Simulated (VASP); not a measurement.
# Co (Fd-3m) in VASP: notebook

Co is run at these levels: PBEsol; tasks: single point.

Everything below comes from runs of VASP 6.6.1. Logs are shortened: lines on timing, memory, paths and dates and some standing lists are left out, and cuts for length are marked.

## 1. The cell of the first run

It takes space group Fd-3m (No. 227, cubic). Conventional cell: a = 4.647 Å, b = 4.647 Å, c = 4.647 Å, α = 90.00°, β = 90.00°, γ = 90.00°. Co (site symmetry -43m) has 4 Co at 2.01 Å within 2.7 Å.

This isn't the form of Co at room conditions, which is hcp.

## 2. Single point, PBEsol (12.54 Å³/atom)

File INCAR:

```
SYSTEM = Co
PREC = Accurate
ENCUT = 600
EDIFF = 1E-6
ISMEAR = -1
SIGMA = 0.1
LREAL = .False.
LASPH = .True.
NELM = 120
ALGO = Normal
ISIF = 2
LWAVE = .False.
LCHARG = .True.
GGA = PS
LELF = .True.
LVHAR = .True.
NBANDS = 16
GGA_COMPAT = .False.
```

File KPOINTS:

```
Automatic mesh
0
Gamma
  13 13 13
  0 0 0
```

File POSCAR:

```
Co
1.0
    0.0000000000      2.3232832453      2.3232832453
    2.3232832453      0.0000000000      2.3232832453
    2.3232832453      2.3232832453      0.0000000000
Co
2
Direct
    0.1250000000      0.1250000000      0.1250000000
    0.8750000000      0.8750000000      0.8750000000
```

Potentials or basis: VASP PAW PBE potentials, release 64 (Co).

Command:

```
> cat potpaw_PBE.64/Co/POTCAR > POTCAR
> mpirun -np 1 vasp_std > vasp.out
```

OUTCAR:

```text
SYSTEM = Co
   PREC = Accurate
   ENCUT = 600
   EDIFF = 1E-6
   ISMEAR = -1
   LREAL = .False.
   LASPH = .True.
   NELM = 120
   ISIF = 2
   GGA = PS

 ion  position               nearest neighbor table
   1  0.125  0.125  0.125-   2 2.01   2 2.01   2 2.01   2 2.01
   2  0.875  0.875  0.875-   1 2.01   1 2.01   1 2.01   1 2.01

  LATTYP: Found a face centered cubic cell.
 ALAT       =     4.6465664906

  Lattice vectors:

 A1 = (   0.0000000000,   2.3232832453,   2.3232832453)
 A2 = (   2.3232832453,   0.0000000000,   2.3232832453)
 A3 = (   2.3232832453,   2.3232832453,   0.0000000000)

Analysis of symmetry for initial positions (statically):
=====================================================================
 Subroutine PRICEL returns:
 Original cell was already a primitive cell.

 Routine SETGRP: Setting up the symmetry group for a
 face centered cubic supercell.

 Subroutine GETGRP returns: Found 48 space group operations
 (whereof 12 operations were pure point group operations)
 out of a pool of 48 trial point group operations.

The static configuration has the point symmetry D_3d.
 The point group associated with its full space group is O_h .

Analysis of symmetry for dynamics (positions and initial velocities):
=====================================================================
 Subroutine PRICEL returns:
 Original cell was already a primitive cell.

 Routine SETGRP: Setting up the symmetry group for a
 face centered cubic supercell.

 Subroutine GETGRP returns: Found 48 space group operations
 (whereof 12 operations were pure point group operations)
 out of a pool of 48 trial point group operations.

The dynamic configuration has the point symmetry D_3d.
 The point group associated with its full space group is O_h .

 Subroutine INISYM returns: Found 48 space group operations
 (whereof 12 operations are pure point group operations),
 and found     1 'primitive' translations

----------------------------------------------------------------------------------------

                                     Primitive cell

  volume of cell :      25.0805

  direct lattice vectors                    reciprocal lattice vectors
     0.000000000  2.323283245  2.323283245    -0.215212674  0.215212674  0.215212674
     2.323283245  0.000000000  2.323283245     0.215212674 -0.215212674  0.215212674
     2.323283245  2.323283245  0.000000000     0.215212674  0.215212674 -0.215212674

  length of vectors
     3.285618675  3.285618675  3.285618675     0.372759286  0.372759286  0.372759286

  position of ions in fractional coordinates (direct lattice)
     0.125000000  0.125000000  0.125000000
     0.875000000  0.875000000  0.875000000

  ion indices of the primitive-cell ions
   primitive index   ion index
                 1           1
                 2           2

----------------------------------------------------------------------------------------

 KPOINTS: Automatic mesh

Automatic generation of k-mesh.
 Grid dimensions read from file:
 generate k-points for:   13   13   13

 Generating k-lattice:

  Cartesian coordinates                     Fractional coordinates (reciprocal lattice)
    -0.016554821  0.016554821  0.016554821     0.076923077  0.000000000  0.000000000
     0.016554821 -0.016554821  0.016554821     0.000000000  0.076923077  0.000000000
     0.016554821  0.016554821 -0.016554821     0.000000000  0.000000000  0.076923077

  Length of vectors
     0.028673791  0.028673791  0.028673791

  Shift w.r.t. Gamma in fractional coordinates (k-lattice)
     0.000000000  0.000000000  0.000000000

 Subroutine IBZKPT returns following result:
 ===========================================

 Found     84 irreducible k-points:

 Following reciprocal coordinates:
            Coordinates               Weight
  0.000000  0.000000  0.000000      1.000000
  0.076923  0.000000  0.000000      8.000000
  0.153846  0.000000  0.000000      8.000000
  0.230769  0.000000  0.000000      8.000000
  0.307692  0.000000  0.000000      8.000000
  0.384615  0.000000  0.000000      8.000000
[... 16 lines left out ...]
  0.384615  0.153846  0.000000     24.000000
  0.461538  0.153846  0.000000     24.000000
 [... further k-points ...]
   k-points           NKPTS =     84   k-points in BZ     NKDIM =     84   number of bands    NBANDS=     16
   number of dos      NEDOS =    301   number of ions     NIONS =      2
   total plane-waves  NPLWV =  21952
   dimension x,y,z NGX =    28 NGY =   28 NGZ =   28
   dimension x,y,z NGXF=    56 NGYF=   56 NGZF=   56
   ions per type =               2
   NGX,Y,Z   is equivalent  to a cutoff of  14.17, 14.17, 14.17 a.u.
   NGXF,Y,Z  is equivalent  to a cutoff of  28.33, 28.33, 28.33 a.u.
 SYSTEM =  Co
   PREC   = accura    normal or accurate (medium, high low for compatibility)
   ISTART =      0    job   : 0-new  1-cont  2-samecut
   ICHARG =      2    charge: 1-file 2-atom 10-const
   ISPIN  =      1    spin polarized calculation?
[... 108 lines left out ...]
  band No.  band energies     occupation
      1       2.3442      2.00000
      2       4.3051      2.00000
      3       4.3051      2.00000
      4       4.9861      2.00000
      5       5.1464      2.00000
      6       5.1464      2.00000
[... 8 lines left out ...]
     15      22.1205      0.00000
     16      24.2302      0.00000

 k-point     6 :       0.3846    0.0000    0.0000
  band No.  band energies     occupation
      1       3.1882      2.00000
      2       4.4157      2.00000
      3       4.4157      2.00000
      4       4.9406      2.00000
      5       5.0033      2.00000
      6       5.0033      2.00000
[... 8 lines left out ...]
     15      21.7620      0.00000
     16      23.6462      0.00000

 k-point     7 :       0.4615    0.0000    0.0000
  band No.  band energies     occupation
      1       3.9194      2.00000
      2       4.5764      2.00000
      3       4.5764      2.00000
      4       4.5976      2.00000
      5       4.8120      2.00000
      6       4.8120      2.00000
[... 8 lines left out ...]
     15      21.5845      0.00000
     16      23.3518      0.00000

 k-point     8 :       0.0769    0.0769    0.0000
  band No.  band energies     occupation
      1       0.5822      2.00000
      2       4.2617      2.00000
      3       4.5368      2.00000
      4       4.7942      2.00000
      5       4.7942      2.00000
      6       5.0075      2.00000
[... 8 lines left out ...]
     15      22.8903      0.00000
     16      25.0025      0.00000

 k-point     9 :       0.1538    0.0769    0.0000
  band No.  band energies     occupation
      1       0.8892      2.00000
      2       4.1323      2.00000
      3       4.5157      2.00000
      4       4.8134      2.00000
      5       4.9088      2.00000
      6       5.1851      2.00000
[... 8 lines left out ...]
     15      23.4003      0.00000
     16      23.7202      0.00000
[... 172 lines left out ...]
 k-point    19 :      -0.0769    0.0769    0.0000
  band No.  band energies     occupation
      1       0.7578      2.00000
      2       4.2360      2.00000
      3       4.4337      2.00000
      4       4.8038      2.00000
      5       4.9244      2.00000
      6       5.0866      2.00000
[... 8 lines left out ...]
     15      23.8195      0.00000
     16      23.9591      0.00000

 k-point    20 :       0.1538    0.1538    0.0000
  band No.  band energies     occupation
      1       1.1084      2.00000
      2       3.9728      2.00000
      3       4.7204      2.00000
      4       4.8246      2.00000
      5       4.8246      2.00000
      6       5.3427      2.00000
[... 8 lines left out ...]
     15      22.0028      0.00000
     16      22.3049      0.00000

 k-point    21 :       0.2308    0.1538    0.0000
  band No.  band energies     occupation
      1       1.5708      2.00000
      2       3.8670      2.00000
      3       4.7297      2.00000
      4       4.8447      2.00000
      5       4.9444      2.00000
      6       5.5087      2.00000
[... 8 lines left out ...]
     15      21.1451      0.00000
     16      22.4150      0.00000

 k-point    22 :       0.3077    0.1538    0.0000
  band No.  band energies     occupation
      1       2.2297      2.00000
      2       3.8321      2.00000
      3       4.7472      2.00000
      4       4.8786      2.00000
      5       5.0036      2.00000
      6       5.5877      2.00000
[... 8 lines left out ...]
     15      20.8705      0.00000
     16      23.7747      0.00000

 k-point    23 :       0.3846    0.1538    0.0000
  band No.  band energies     occupation
      1       2.9824      2.00000
      2       3.8617      2.00000
      3       4.8012      2.00000
      4       4.9077      2.00000
      5       4.9566      2.00000
      6       5.5289      2.00000
[... 8 lines left out ...]
     15      20.6871      0.00000
     16      25.3658      0.00000

 k-point    24 :       0.4615    0.1538    0.0000
  band No.  band energies     occupation
      1       3.6446      2.00000
      2       3.9321      2.00000
      3       4.7143      2.00000
      4       4.8587      2.00000
      5       5.0126      2.00000
      6       5.4624      2.00000
[... 8 lines left out ...]
     15      20.6395      0.00000
     16      26.0407      0.00000

 [... further k-points ...]
[... 5 lines left out ...]
  --------------------------------------------------------------------------------------
  -------------------------------------------------------------------------------------
  Total        3.4819408      3.4819408      3.4819408     -0.0000000      0.0000000      0.0000000
  in kB      222.4310903    222.4310903    222.4310903     -0.0000000      0.0000000      0.0000000
  external PRESSURE =     222.4310903 kB  Pullay stress =       0.0000000 kB

 VOLUME and BASIS-vectors are now :
 -----------------------------------------------------------------------------
  energy-cutoff  :      600.00
  volume of cell :       25.08
      direct lattice vectors                 reciprocal lattice vectors
     0.000000000  2.323283245  2.323283245    -0.215212674  0.215212674  0.215212674
     2.323283245  0.000000000  2.323283245     0.215212674 -0.215212674  0.215212674
     2.323283245  2.323283245  0.000000000     0.215212674  0.215212674 -0.215212674

 POSITION                                       TOTAL-FORCE (eV/Angst)
 -----------------------------------------------------------------------------------
      0.58082      0.58082      0.58082         0.000000      0.000000      0.000000
      4.06575      4.06575      4.06575        -0.000000     -0.000000     -0.000000
 -----------------------------------------------------------------------------------
    total drift:                                0.000000      0.000000     -0.000000

  FREE ENERGIE OF THE ION-ELECTRON SYSTEM (eV)
  ---------------------------------------------------
  free  energy   TOTEN  =       -12.5098864325 eV

  energy  without entropy=      -12.3997908187  energy(sigma->0) =      -12.45483863
```

Run time: 24 s. Hardware: 1 thread of AMD EPYC 9R45 (Zen 5), shared host; peak memory 0.15 GiB.

Results:

```yaml
Free_energy: -12.5099 eV
Pressure: 22.2 GPa
Band_gap_on_the_k_mesh: zero (bands 9 and 10 overlap by 1.06 eV)
```

Levels at points of the mesh, in eV from the Fermi level:
```tsv
k point	band 7	band 8	band 9	band 10	band 11	band 12
(0.00, 0.00, 0.00)	-1.32	-1.32	-1.32	0.41	0.41	14.98
```

Caveat: the cell stands under pressure; the PAW data sets were made with another functional, which shifts forces and pressure a little; the run has no spin polarisation, though such a crystal can be magnetic. Spin polarisation is off, so any magnetic state and its effect on volume and gap are missing.

## 3. Single point, PBEsol (13.11 Å³/atom)

This run uses another cell than the first one, of 13.11 Å³/atom.

File INCAR:

```
SYSTEM = Co
PREC = Accurate ; ENCUT = 600
EDIFF = 1E-6 ; ISMEAR = -1
SIGMA = 0.1 ; LREAL = .FALSE.
LASPH = .TRUE. ; NELM = 120
ALGO = Normal ; ISIF = 2
LWAVE = .FALSE. ; LCHARG = .FALSE.
GGA = PS ; NBANDS = 16
GGA_COMPAT = .FALSE.
```

File KPOINTS:

```
Automatic mesh
0
G
  13 13 13
  0 0 0
```

File POSCAR:

```
Co
1.0
    0.0000000000      2.3579642276      2.3579642276
    2.3579642276      0.0000000000      2.3579642276
    2.3579642276      2.3579642276      0.0000000000
Co
2
Direct
    0.1250000000      0.1250000000      0.1250000000
    0.8750000000      0.8750000000      0.8750000000
```

Potentials or basis: VASP PAW PBE potentials, release 64 (Co).

Command:

```
> cat potpaw_PBE.64/Co/POTCAR > POTCAR
> mpirun -np 1 vasp_std > vasp.out
```

Run time: 22 s. Hardware: 1 thread of AMD EPYC 9R45 (Zen 5), shared host; peak memory 0.15 GiB.

Results (log left out):

```yaml
Free_energy: -12.6322 eV
Pressure: 12.5 GPa
Band_gap_on_the_k_mesh: zero (bands 9 and 10 overlap by 1.00 eV)
```

Levels at points of the mesh, in eV from the Fermi level:
| k point | band 6 | band 7 | band 8 | band 9 | band 10 | band 11 | band 12 | band 13 |
| --- | --- | --- | --- | --- | --- | --- | --- | --- |
| (0.00, 0.00, 0.00) | -3.34 | -1.24 | -1.24 | -1.24 | 0.38 | 0.38 | 14.53 | 14.53 |

Caveat: the cell stands under pressure; the PAW data sets were made with another functional, which shifts forces and pressure a little; the run has no spin polarisation, though such a crystal can be magnetic.

## 4. Single point, PBEsol (13.68 Å³/atom)

This run uses another cell than the first one, of 13.68 Å³/atom.

File INCAR:

```
PREC     = Accurate       # precision mode
ENCUT    = 600            # plane-wave cutoff, eV
EDIFF    = 1E-6           # SCF threshold, eV
ISMEAR   = -1             # smearing method
SIGMA    = 0.1            # smearing width, eV
LREAL    = False          # projectors in reciprocal space
LASPH    = True           # aspherical terms in the spheres
NELM     = 120            # most SCF steps
ALGO     = Normal         # electronic algorithm
ISIF     = 2              # what is computed and relaxed
LWAVE    = False          # write WAVECAR
LCHARG   = False          # write CHGCAR
GGA      = PS             # functional
NBANDS   = 16             # bands
GGA_COMPAT= False
```

File KPOINTS:

```
Automatic mesh
0
Gamma
  13 13 13
```

File POSCAR:

```
Co
1.0
    0.0000000000      2.3916539825      2.3916539825
    2.3916539825      0.0000000000      2.3916539825
    2.3916539825      2.3916539825      0.0000000000
Co
2
Direct
    0.1250000000      0.1250000000      0.1250000000
    0.8750000000      0.8750000000      0.8750000000
```

Command:

```
> cat potpaw_PBE.64/Co/POTCAR > POTCAR
> mpirun -np 1 vasp_std > vasp.out
```

Wall time 22 s (1 thread of AMD EPYC 9R45 (Zen 5), shared host); peak memory 0.15 GiB.

The run converged. Its results:

```yaml
Free_energy: -12.6925 eV
Pressure: 4.7 GPa
Band_gap_on_the_k_mesh: zero (bands 9 and 10 overlap by 0.94 eV)
```

Levels at points of the mesh, in eV from the Fermi level:
| k point | band 6 | band 7 | band 8 | band 9 | band 10 | band 11 | band 12 | band 13 |
| --- | --- | --- | --- | --- | --- | --- | --- | --- |
| (0.00, 0.00, 0.00) | -3.17 | -1.17 | -1.17 | -1.17 | 0.35 | 0.35 | 14.10 | 14.10 |

Caveat: the cell stands under pressure; the PAW data sets were made with another functional, which shifts forces and pressure a little; the run has no spin polarisation, though such a crystal can be magnetic.

## 5. Single point, PBEsol (14.25 Å³/atom)

This run uses another cell than the first one, of 14.25 Å³/atom.

File INCAR:

```
PREC = Accurate
ENCUT = 600
EDIFF = 1E-6
ISMEAR = -1
SIGMA = 0.1
LREAL = False
LASPH = True
NELM = 120
ALGO = Normal
ISIF = 2
LWAVE = False
LCHARG = True
GGA = PS
LELF = True
LVHAR = True
NBANDS = 16
GGA_COMPAT = False
```

KPOINTS is that of step 4.

File POSCAR:

```
Co
1.0
    0.0000000000      2.4244204375      2.4244204375
    2.4244204375      0.0000000000      2.4244204375
    2.4244204375      2.4244204375      0.0000000000
Co
2
Direct
    0.1250000000      0.1250000000      0.1250000000
    0.8750000000      0.8750000000      0.8750000000
```

Command:

```
> cat potpaw_PBE.64/Co/POTCAR > POTCAR
> mpirun -np 1 vasp_std > vasp.out
```

It took 22 s on 1 thread of AMD EPYC 9R45 (Zen 5), shared host; peak memory 0.15 GiB.

The run converged. Its results:

```yaml
Free_energy: -12.7030 eV
Pressure: -1.5 GPa
Band_gap_on_the_k_mesh: zero (bands 9 and 10 overlap by 0.88 eV)
```

Levels at points of the mesh, in eV from the Fermi level:
| k point | band 6 | band 7 | band 8 | band 9 | band 10 | band 11 | band 12 | band 13 |
| --- | --- | --- | --- | --- | --- | --- | --- | --- |
| (0.00, 0.00, 0.00) | -3.01 | -1.11 | -1.11 | -1.11 | 0.33 | 0.33 | 13.69 | 13.69 |

Caveat: the PAW data sets were made with another functional, which shifts forces and pressure a little; the run has no spin polarisation, though such a crystal can be magnetic. Spin polarisation is off, so any magnetic state and its effect on volume and gap are missing.

## 6. Single point, PBEsol (14.82 Å³/atom)

This run uses another cell than the first one, of 14.82 Å³/atom.

File INCAR:

```
SYSTEM = Co
PREC = Accurate
ENCUT = 600
EDIFF = 1E-6
ISMEAR = -1
SIGMA = 0.1
LREAL = .False.
LASPH = .True.
NELM = 120
ALGO = Normal
ISIF = 2
LWAVE = .False.
LCHARG = .False.
GGA = PS
NBANDS = 16
GGA_COMPAT = .False.
```

File KPOINTS:

```
Automatic mesh
0
Gamma
  13 13 13
  0 0 0
```

File POSCAR:

```
Co
1.0
    0.0000000000      2.4563243651      2.4563243651
    2.4563243651      0.0000000000      2.4563243651
    2.4563243651      2.4563243651      0.0000000000
Co
2
Direct
    0.1250000000      0.1250000000      0.1250000000
    0.8750000000      0.8750000000      0.8750000000
```

Potentials or basis: VASP PAW PBE potentials, release 64 (Co).

Command:

```
> cat potpaw_PBE.64/Co/POTCAR > POTCAR
> mpirun -np 1 vasp_std > vasp.out
```

Wall time 22 s (1 thread of AMD EPYC 9R45 (Zen 5), shared host); peak memory 0.15 GiB.

Results (log left out):

| Quantity | Value |
| --- | --- |
| Free energy | -12.6739 eV |
| Pressure | -6.5 GPa |
| Band gap on the k mesh | zero (bands 9 and 10 overlap by 0.83 eV) |

Levels at points of the mesh, in eV from the Fermi level:
```csv
k point,band 7,band 8,band 9,band 10,band 11,band 12
"(0.00, 0.00, 0.00)",-1.05,-1.05,-1.05,0.30,0.30,13.30
```

Caveat: the cell stands under tension; the PAW data sets were made with another functional, which shifts forces and pressure a little; the run has no spin polarisation, though such a crystal can be magnetic.

## 7. Overview

```csv
cell,gap on the mesh (eV),pressure (GPa)
"a = 3.286 Å, angles 60.0°, 2 atoms",none,22.2
"a = 3.335 Å, angles 60.0°, 2 atoms",none,12.5
"a = 3.382 Å, angles 60.0°, 2 atoms",none,4.7
"a = 3.429 Å, angles 60.0°, 2 atoms",none,-1.5
"a = 3.474 Å, angles 60.0°, 2 atoms",none,-6.5
```

Alike in all rows: task single point; level PBEsol; potentials or basis VASP PAW PBE potentials, release 64 (Co); no spin polarisation; k mesh 13 × 13 × 13; cutoff (eV) 600; smearing fermi-dirac 0.1 eV.

Caveats: the PAW data sets were made with another functional, which shifts forces and pressure a little; the run has no spin polarisation, though such a crystal can be magnetic; the cell stands under pressure (at least some runs); the cell stands under tension (at least some runs).

Absolute energies hang on the potentials; compare differences alone.
